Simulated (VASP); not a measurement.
# Tc (Fm-3m) in VASP: further runs

Tc is run at these levels: PBEsol; tasks: electric field gradients.

All numbers are computed with VASP 6.6.1; they aren't measurements. Logs are shortened: lines on timing, memory, paths and dates and some standing lists are left out, and cuts for length are marked.

**1. The cell of the first run**

It takes space group Fm-3m (No. 225, cubic). Conventional cell: a = 3.820 Å, b = 3.820 Å, c = 3.820 Å, α = 90.00°, β = 90.00°, γ = 90.00°. Within 3.6 Å of Tc (site symmetry m-3m) lie 12 Tc at 2.70 Å.

This isn't the form of Tc at room conditions, which is hcp.

**2. Electric field gradients, PBEsol (13.94 Å³/atom)**

INCAR

```
PREC = Accurate
ENCUT = 520
EDIFF = 1E-8
ISMEAR = -1
SIGMA = 0.03
LREAL = F
LASPH = T
NELM = 60
ALGO = Normal
ISIF = 2
LWAVE = F
LCHARG = F
GGA = PS
LEFG = T
NBANDS = 12
```

KPOINTS

```
Automatic mesh
0
Gamma
  18 18 18
```

POSCAR

```
Tc
1.0
    0.0000000000      1.9101929120      1.9101929120
    1.9101929120      0.0000000000      1.9101929120
    1.9101929120      1.9101929120      0.0000000000
Tc
1
Direct
    0.0000000000      0.0000000000      0.0000000000
```

Potentials or basis: VASP PAW PBE potentials, release 64 (Tc_pv).

Run with:

```sh
$ cat potpaw_PBE.64/Tc_pv/POTCAR > POTCAR
$ mpirun -np 1 vasp_std > vasp.out
```

OUTCAR:

```text
PREC = Accurate
   ENCUT = 520
   EDIFF = 1E-8
   ISMEAR = -1
   LREAL = F
   LASPH = T
   NELM = 60
   ISIF = 2
   GGA = PS

 ion  position               nearest neighbor table
   1  0.000  0.000  0.000-

  LATTYP: Found a face centered cubic cell.
 ALAT       =     3.8203858240

  Lattice vectors:

 A1 = (   0.0000000000,   1.9101929120,   1.9101929120)
 A2 = (   1.9101929120,   0.0000000000,   1.9101929120)
 A3 = (   1.9101929120,   1.9101929120,   0.0000000000)

Analysis of symmetry for initial positions (statically):
=====================================================================
 Subroutine PRICEL returns:
 Original cell was already a primitive cell.

 Routine SETGRP: Setting up the symmetry group for a
 face centered cubic supercell.

 Subroutine GETGRP returns: Found 48 space group operations
 (whereof 48 operations were pure point group operations)
 out of a pool of 48 trial point group operations.

The static configuration has the point symmetry O_h .

Analysis of symmetry for dynamics (positions and initial velocities):
=====================================================================
 Subroutine PRICEL returns:
 Original cell was already a primitive cell.

 Routine SETGRP: Setting up the symmetry group for a
 face centered cubic supercell.

 Subroutine GETGRP returns: Found 48 space group operations
 (whereof 48 operations were pure point group operations)
 out of a pool of 48 trial point group operations.

The dynamic configuration has the point symmetry O_h .

 Subroutine INISYM returns: Found 48 space group operations
 (whereof 48 operations are pure point group operations),
 and found     1 'primitive' translations

----------------------------------------------------------------------------------------

                                     Primitive cell

  volume of cell :      13.9400

  direct lattice vectors                    reciprocal lattice vectors
     0.000000000  1.910192912  1.910192912    -0.261753667  0.261753667  0.261753667
     1.910192912  0.000000000  1.910192912     0.261753667 -0.261753667  0.261753667
     1.910192912  1.910192912  0.000000000     0.261753667  0.261753667 -0.261753667

  length of vectors
     2.701420723  2.701420723  2.701420723     0.453370651  0.453370651  0.453370651

  position of ions in fractional coordinates (direct lattice)
     0.000000000  0.000000000  0.000000000

  ion indices of the primitive-cell ions
   primitive index   ion index
                 1           1

----------------------------------------------------------------------------------------

 KPOINTS: Automatic mesh

Automatic generation of k-mesh.
 Grid dimensions read from file:
 generate k-points for:   18   18   18

 Generating k-lattice:

  Cartesian coordinates                     Fractional coordinates (reciprocal lattice)
    -0.014541870  0.014541870  0.014541870     0.055555556  0.000000000  0.000000000
     0.014541870 -0.014541870  0.014541870     0.000000000  0.055555556  0.000000000
     0.014541870  0.014541870 -0.014541870     0.000000000  0.000000000  0.055555556

  Length of vectors
     0.025187258  0.025187258  0.025187258

  Shift w.r.t. Gamma in fractional coordinates (k-lattice)
     0.000000000  0.000000000  0.000000000

 Subroutine IBZKPT returns following result:
 ===========================================

 Found    195 irreducible k-points:

 Following reciprocal coordinates:
            Coordinates               Weight
  0.000000  0.000000  0.000000      1.000000
  0.055556  0.000000  0.000000      8.000000
  0.111111  0.000000  0.000000      8.000000
  0.166667  0.000000  0.000000      8.000000
  0.222222  0.000000  0.000000      8.000000
  0.277778  0.000000  0.000000      8.000000
[... 16 lines left out ...]
 -0.277778  0.055556  0.000000     24.000000
 -0.222222  0.055556  0.000000     24.000000
 [... further k-points ...]
   k-points           NKPTS =    195   k-points in BZ     NKDIM =    195   number of bands    NBANDS=     12
   number of dos      NEDOS =    301   number of ions     NIONS =      1
   total plane-waves  NPLWV =   8000
   dimension x,y,z NGX =    20 NGY =   20 NGZ =   20
   dimension x,y,z NGXF=    40 NGYF=   40 NGZF=   40
   ions per type =               1
   NGX,Y,Z   is equivalent  to a cutoff of  12.31, 12.31, 12.31 a.u.
   NGXF,Y,Z  is equivalent  to a cutoff of  24.62, 24.62, 24.62 a.u.
 SYSTEM =  unknown system
   PREC   = accura    normal or accurate (medium, high low for compatibility)
   ISTART =      0    job   : 0-new  1-cont  2-samecut
   ICHARG =      2    charge: 1-file 2-atom 10-const
   ISPIN  =      1    spin polarized calculation?
   LNONCOLLINEAR =      F non collinear calculations
   LSORBIT =      F    spin-orbit coupling
   LASPH  =      T    aspherical Exc in radial PAW
   ENCUT  =  520.0 eV  38.22 Ry    6.18 a.u.   5.02  5.02  5.02*2*pi/ulx,y,z
   NELM   =     60;   NELMIN=  2; NELMDL= -5     # of ELM steps
   EDIFF  = 0.1E-07   stopping-criterion for ELM
   LREAL  =      F    real-space projection
   EDIFFG = 0.1E-06   stopping-criterion for IOM
   NSW    =      0    number of steps for IOM
   IBRION =     -1    ionic relax: 0-MD 1-quasi-New 2-CG
   NFREE  =      0    steps in history (QN), initial steepest desc. (CG)
   ISIF   =      2    stress and relaxation
   ISYM   =      2    0-nonsym 1-usesym 2-fastsym
   POTIM  = 0.5000    time-step for ionic-motion
   TEBEG  =    0.0;   TEEND  =   0.0 temperature during run
   PSTRESS=    0.0 pullay stress
   NELECT =      13.0000    total number of electrons
   NUPDOWN=      -1.0000    fix difference up-down
   EMIN   =  10.00;   EMAX   =-10.00  energy-range for DOS
   EFERMI =   0.00;   METHOD = LEGACY
   ISMEAR =    -1;   SIGMA  =   0.03  broadening in eV -4-tet -1-fermi 0-gaus
   EFERMI_NEDOS =   21; number of points for ismear=-14 and -15
   IALGO  =     38    algorithm
   IMIX   =      4    mixing-type and parameters
     AMIX     =   0.40;   BMIX     =  1.00
     AMIX_MAG =   1.60;   BMIX_MAG =  1.00
  volume/ion in A,a.u.               =      13.94        94.07
  Fermi-wavevector in a.u.,A,eV,Ry     =   1.599443  3.022509 34.806660  2.558217
  Thomas-Fermi vector in A             =   2.696735
   LORBIT       =      0    0 simple, 1 ext, 2 COOP (PROOUT), +10 PAW based schemes
   GGA     = PS    functional components
   LHFCALC =     F    Hartree Fock is set to
   AEXX    =    0.0000 exact exchange contribution
   IVDW    =     0    specifies the selected vdW correction
   LEPSILON=     F    determine dielectric tensor
   LRPA    =     F    only Hartree local field effects (RPA)
 non-spin polarized calculation
  energy-cutoff  :      520.00
  volume of cell :       13.94
 maximum number of plane-waves:       388
   NGX =  9   NGY =  9   NGZ =  9

 number of electron      12.9999996 magnetization

 Free energy of the ion-electron system (eV)
  ---------------------------------------------------
  ext. energy  EPLUGINS =         0.00000000
  ---------------------------------------------------
  free energy    TOTEN  =       -11.19241660 eV

  energy without entropy =      -11.18919812  energy(sigma->0) =      -11.19080736

 E-fermi :  13.1482     XC(G=0): -14.0997

 val. band max:       13.1280882646   @ k =   0.3889   0.0000   0.0000
 cond. band min:      13.1491193719   @ k =  -0.4444   0.3889   0.0556
 fundamental gap:      0.0210311073
 Fermi energy:        13.1482449495

 k-point     1 :       0.0000    0.0000    0.0000
  band No.  band energies     occupation
      1     -25.0879      2.00000
      2     -25.0879      2.00000
      3     -25.0878      2.00000
      4       5.4795      2.00000
      5      11.2794      2.00000
      6      11.2794      2.00000
      7      11.2794      2.00000
      8      14.0278      0.00000
      9      14.0278      0.00000
     10      27.1529      0.00000
     11      32.8858      0.00000
     12      32.8858      0.00000

 k-point     2 :       0.0556    0.0000    0.0000
  band No.  band energies     occupation
      1     -25.1331      2.00000
      2     -25.0935      2.00000
      3     -25.0935      2.00000
      4       5.6169      2.00000
      5      11.1950      2.00000
      6      11.3404      2.00000
      7      11.3404      2.00000
      8      13.9817      0.00000
      9      13.9817      0.00000
     10      27.4063      0.00000
     11      32.2710      0.00000
     12      33.1240      0.00000

 k-point     3 :       0.1111    0.0000    0.0000
  band No.  band energies     occupation
      1     -25.2620      2.00000
      2     -25.1098      2.00000
      3     -25.1098      2.00000
      4       6.0078      2.00000
      5      10.9835      2.00000
      6      11.4996      2.00000
      7      11.4996      2.00000
      8      13.8796      0.00000
      9      13.8796      0.00000
     10      28.0984      0.00000
     11      31.0227      0.00000
     12      33.8180      0.00000
[... 286 lines left out ...]
 k-point    23 :      -0.2778    0.0556    0.0000
  band No.  band energies     occupation
      1     -26.0082      2.00000
      2     -25.2554      2.00000
      3     -25.1929      2.00000
      4       7.7018      2.00000
      5      11.1882      2.00000
      6      11.5411      2.00000
      7      11.6471      2.00000
      8      14.1891      0.00000
      9      15.1840      0.00000
     10      27.0075      0.00000
     11      30.2128      0.00000
     12      36.1567      0.00000

 k-point    24 :      -0.2222    0.0556    0.0000
  band No.  band energies     occupation
      1     -25.7754      2.00000
      2     -25.2225      2.00000
      3     -25.1602      2.00000
      4       7.4398      2.00000
      5      10.6599      2.00000
      6      11.7117      2.00000
      7      11.8047      2.00000
      8      13.6813      0.00000
      9      14.6081      0.00000
     10      28.0191      0.00000
     11      30.5134      0.00000
     12      35.7320      0.00000

 [... further k-points ...]

------------------------ aborting loop because EDIFF is reached ----------------------------------------

  FORCE on cell =-STRESS in cart. coord.  units (eV):
  Direction    XX          YY          ZZ          XY          YZ          ZX
  --------------------------------------------------------------------------------------
  -------------------------------------------------------------------------------------
  Total        0.2150036      0.2150036      0.2150036     -0.0000000     -0.0000000     -0.0000000
  in kB       24.7112439     24.7112439     24.7112439     -0.0000000     -0.0000000     -0.0000000
  external PRESSURE =      24.7112439 kB  Pullay stress =       0.0000000 kB

 VOLUME and BASIS-vectors are now :
 -----------------------------------------------------------------------------
  energy-cutoff  :      520.00
  volume of cell :       13.94
      direct lattice vectors                 reciprocal lattice vectors
     0.000000000  1.910192912  1.910192912    -0.261753667  0.261753667  0.261753667
     1.910192912  0.000000000  1.910192912     0.261753667 -0.261753667  0.261753667
     1.910192912  1.910192912  0.000000000     0.261753667  0.261753667 -0.261753667

 POSITION                                       TOTAL-FORCE (eV/Angst)
 -----------------------------------------------------------------------------------
      0.00000      0.00000      0.00000         0.000000     -0.000000      0.000000
 -----------------------------------------------------------------------------------
    total drift:                                0.000000      0.000000      0.000000

  FREE ENERGIE OF THE ION-ELECTRON SYSTEM (eV)
  ---------------------------------------------------
  free  energy   TOTEN  =       -11.1924165974 eV

  energy  without entropy=      -11.1891981176  energy(sigma->0) =      -11.19080736

 Electric field gradients (V/A^2)
---------------------------------------------------------------------
 ion       V_xx      V_yy      V_zz      V_xy      V_xz      V_yz
---------------------------------------------------------------------
   1      -0.000    -0.000    -0.000    -0.000    -0.000    -0.000
---------------------------------------------------------------------

 Electric field gradients after diagonalization (V/A^2)
 (convention: |V_zz| > |V_xx| > |V_yy|)
----------------------------------------------------------------------
 ion       V_xx      V_yy      V_zz     asymmetry (V_yy - V_xx)/ V_zz
----------------------------------------------------------------------
   1       0.000     0.000    -0.001       0.000
----------------------------------------------------------------------

           NMR quadrupolar parameters

 Cq : quadrupolar parameter    Cq=e*Q*V_zz/h
 eta: asymmetry parameters     (V_yy - V_xx)/ V_zz
 Q  : nuclear electric quadrupole moment in mb (millibarn)
----------------------------------------------------------------------
 ion       Cq(MHz)       eta       Q (mb)
----------------------------------------------------------------------
   1      -0.000       0.000       1.000
----------------------------------------------------------------------
```

Wall time 26 s (1 thread of Intel Xeon 8259CL, shared host); peak memory 0.15 GiB.

What came out:

- Free energy: -11.1924 eV
- Pressure: 2.5 GPa
- Band gap on the k mesh: zero (an odd number of electrons rules out a gap without spin polarisation)
- Largest electric field gradient by atom: under 0.05 V/Å² on every atom

Caveat: the PAW data sets were made with another functional, which shifts forces and pressure a little.

**3. Electric field gradients, PBEsol (14.53 Å³/atom)**

This run uses another cell than the first one, of 14.53 Å³/atom.

INCAR

```
  PREC = Accurate
  ENCUT = 520
  EDIFF = 1E-8
  ISMEAR = -1
  SIGMA = 0.03
  LREAL = F
  LASPH = T
  NELM = 100
  ALGO = Normal
  ISIF = 2
  LWAVE = F
  LCHARG = F
  GGA = PS
  LEFG = T
  NBANDS = 12
```

KPOINTS

```
regular mesh
0
Gamma
  18 18 18
```

POSCAR

```
Tc
1.0
    0.0000000000      1.9369123573      1.9369123573
    1.9369123573      0.0000000000      1.9369123573
    1.9369123573      1.9369123573      0.0000000000
Tc
1
Direct
    0.0000000000      0.0000000000      0.0000000000
```

Potentials or basis: VASP PAW PBE potentials, release 64 (Tc_pv).

Run with:

```sh
$ cat potpaw_PBE.64/Tc_pv/POTCAR > POTCAR
$ mpirun -np 1 vasp_std > vasp.out
```

OUTCAR:

```text
PREC = Accurate
   ENCUT = 520
   EDIFF = 1E-8
   ISMEAR = -1
   LREAL = F
   LASPH = T
   NELM = 100
   ISIF = 2
   GGA = PS

 ion  position               nearest neighbor table
   1  0.000  0.000  0.000-

  LATTYP: Found a face centered cubic cell.
 ALAT       =     3.8738247146

  Lattice vectors:

 A1 = (   0.0000000000,   1.9369123573,   1.9369123573)
 A2 = (   1.9369123573,   0.0000000000,   1.9369123573)
[... 565 lines left out ...]
    total drift:                                0.000000     -0.000000      0.000000

  FREE ENERGIE OF THE ION-ELECTRON SYSTEM (eV)
  ---------------------------------------------------
  free  energy   TOTEN  =       -11.1776374514 eV

  energy  without entropy=      -11.1745723849  energy(sigma->0) =      -11.17610492

 Electric field gradients (V/A^2)
---------------------------------------------------------------------
 ion       V_xx      V_yy      V_zz      V_xy      V_xz      V_yz
---------------------------------------------------------------------
   1      -0.000     0.000    -0.000    -0.001    -0.001    -0.001
---------------------------------------------------------------------

 Electric field gradients after diagonalization (V/A^2)
 (convention: |V_zz| > |V_xx| > |V_yy|)
----------------------------------------------------------------------
 ion       V_xx      V_yy      V_zz     asymmetry (V_yy - V_xx)/ V_zz
----------------------------------------------------------------------
   1       0.001     0.001    -0.001       0.000
----------------------------------------------------------------------

           NMR quadrupolar parameters

 Cq : quadrupolar parameter    Cq=e*Q*V_zz/h
 eta: asymmetry parameters     (V_yy - V_xx)/ V_zz
 Q  : nuclear electric quadrupole moment in mb (millibarn)
----------------------------------------------------------------------
 ion       Cq(MHz)       eta       Q (mb)
----------------------------------------------------------------------
   1      -0.000       0.000       1.000
----------------------------------------------------------------------
```

OSZICAR:

```text
N       E                     dE             d eps       ncg     rms          rms(c)
DAV:   1     0.116956492221E+03    0.11696E+03   -0.78020E+03  4720   0.103E+03
DAV:   2    -0.103153800913E+02   -0.12727E+03   -0.12387E+03  5124   0.312E+02
DAV:   3    -0.120458119947E+02   -0.17304E+01   -0.17275E+01  5184   0.417E+01
DAV:   4    -0.120528881029E+02   -0.70761E-02   -0.70758E-02  5128   0.295E+00
DAV:   5    -0.120529411450E+02   -0.53042E-04   -0.53043E-04  5276   0.244E-01    0.173E+01
DAV:   6    -0.112729075877E+02    0.78003E+00   -0.10624E+00  4808   0.136E+01    0.504E+00
DAV:   7    -0.111840452614E+02    0.88862E-01   -0.15668E-01  5184   0.499E+00    0.606E-01
DAV:   8    -0.111776653107E+02    0.63800E-02   -0.51257E-03  4760   0.890E-01    0.159E-01
DAV:   9    -0.111776327110E+02    0.32600E-04   -0.89841E-05  5584   0.122E-01    0.155E-02
DAV:  10    -0.111776373421E+02   -0.46311E-05   -0.40162E-06  4908   0.215E-02    0.406E-03
DAV:  11    -0.111776373895E+02   -0.47345E-07   -0.48580E-08  5612   0.247E-03    0.732E-04
DAV:  12    -0.111776374530E+02   -0.63578E-07   -0.52860E-09  3192   0.875E-04    0.508E-05
DAV:  13    -0.111776374514E+02    0.16612E-08   -0.20714E-10  2644   0.182E-04
   1 F= -.11177637E+02 E0= -.11176105E+02  d E =-.306507E-02
```

stdout:

```text
POSCAR found type information on POSCAR Tc
 POSCAR found :  1 types and       1 ions
 scaLAPACK will be used
 -----------------------------------------------------------------------------
|                                                                             |
|                                                                             |
|     You enforced a specific xc type in the INCAR file but a different       |
|     I HOPE YOU KNOW WHAT YOU ARE DOING!                                     |
|                                                                             |
 -----------------------------------------------------------------------------

 LDA part: xc-table for (Slater+PW92), standard interpolation
 POSCAR, INCAR and KPOINTS ok, starting setup
 FFT: planning ... GRIDC
 FFT: planning ... GRID_SOFT
 FFT: planning ... GRID
 WAVECAR not read
 entering main loop
ion   1
```

Wall time 24 s (1 thread of Intel Xeon 8259CL, shared host); peak memory 0.15 GiB.

Results:

```
Free energy                             : -11.1776 eV
Pressure                                : -10.4 GPa
Band gap on the k mesh                  : zero (an odd number of electrons rules out a gap without spin polarisation)
Largest electric field gradient by atom : under 0.05 V/Å² on every atom
```

Caveat: the cell stands under tension; the PAW data sets were made with another functional, which shifts forces and pressure a little.

The gap in the log of VASP goes by the Fermi energy; the results here count the filled bands.